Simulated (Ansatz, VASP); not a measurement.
Given: the input of a run of VASP 6.6.1 on C.

The input INCAR:

```
PREC = Accurate ; ENCUT = 520
EDIFF = 1E-6 ; ISMEAR = -1
SIGMA = 0.05 ; LREAL = False
LASPH = True ; NELM = 80
ALGO = Normal ; ISIF = 2
LWAVE = False ; LCHARG = False
GGA = PE ; NBANDS = 26
```

Contents of KPOINTS:

```
Automatic mesh
0
Gamma
  12 12 4
```

The input POSCAR:

```
C
1.0
    2.5051726443      0.0000000000      0.0000000000
   -1.2525863222      2.1695431509      0.0000000000
    0.0000000000      0.0000000000      8.1818157839
C
8
Direct
    0.6666666667      0.3333333333      0.8437500000
    0.3333333333      0.6666666667      0.3437500000
    0.6666666667      0.3333333333      0.6562500000
    0.3333333333      0.6666666667      0.1562500000
    0.0000000000      0.0000000000      0.9062500000
    0.0000000000      0.0000000000      0.4062500000
    0.0000000000      0.0000000000      0.5937500000
    0.0000000000      0.0000000000      0.0937500000
```

Potentials or basis: VASP PAW PBE potentials, release 64 (C).

Run with:

```console
$ cat potpaw_PBE.64/C/POTCAR > POTCAR
$ mpirun -np 1 vasp_std > vasp.out
```

Translate it to Ansatz 0.2.0. Potentials there: PseudoDojo standard (PBE files).

As run (the cutoff follows the program's own potentials):

File input.yaml:

```yaml
crystal:
  lattice:
    - [2.5051726443, 0.0, 0.0]
    - [-1.2525863222, 2.1695431509, 0.0]
    - [0.0, 0.0, 8.1818157839]
  atoms:
    - { symbol: C, position: [0.6666666667, 0.3333333333, 0.84375] }
    - { symbol: C, position: [0.3333333333, 0.6666666667, 0.34375] }
    - { symbol: C, position: [0.6666666667, 0.3333333333, 0.65625] }
    - { symbol: C, position: [0.3333333333, 0.6666666667, 0.15625] }
    - { symbol: C, position: [0.0, 0.0, 0.90625] }
    - { symbol: C, position: [0.0, 0.0, 0.40625] }
    - { symbol: C, position: [0.0, 0.0, 0.59375] }
    - { symbol: C, position: [0.0, 0.0, 0.09375] }
hamiltonian:
  xc: pbe
  pseudopotentials: { kind: nc, accuracy: standard }
kpoints:
  mp_grid: { grid: [12, 12, 4] }
scf:
  occupations: { method: fermi_dirac, width: 0.05 }
output:
  forces: true
  stress: true
  eigenvalues: true
```

Potentials or basis: PseudoDojo standard (PBE files).

The run is started by

```bash
$ ansatz run input.yaml --threads 2 --pin off --max-ram 5120MiB --backend cpu --events-out ev --progress --plain --runs-dir out
```

Both were run:

|  | VASP | Ansatz | Ansatz less VASP |
| --- | --- | --- | --- |
| gap on the k mesh at the Fermi level (eV) | 4.46 | 4.52 | +0.064 |
| least direct gap on the mesh (eV) | 5.23 | 5.26 | +0.039 |
| pressure (GPa) | 12.3 | 11.9 | -0.37 |
| traceless stress, the component that is largest in VASP (GPa) | 8.65 | 8.64 | -0.009 |
| rms of the force components (eV/Å) | 0.194 | 0.194 | -0.0006 |

Atom by atom the forces differ by 0.001 eV/Å (rms over components).
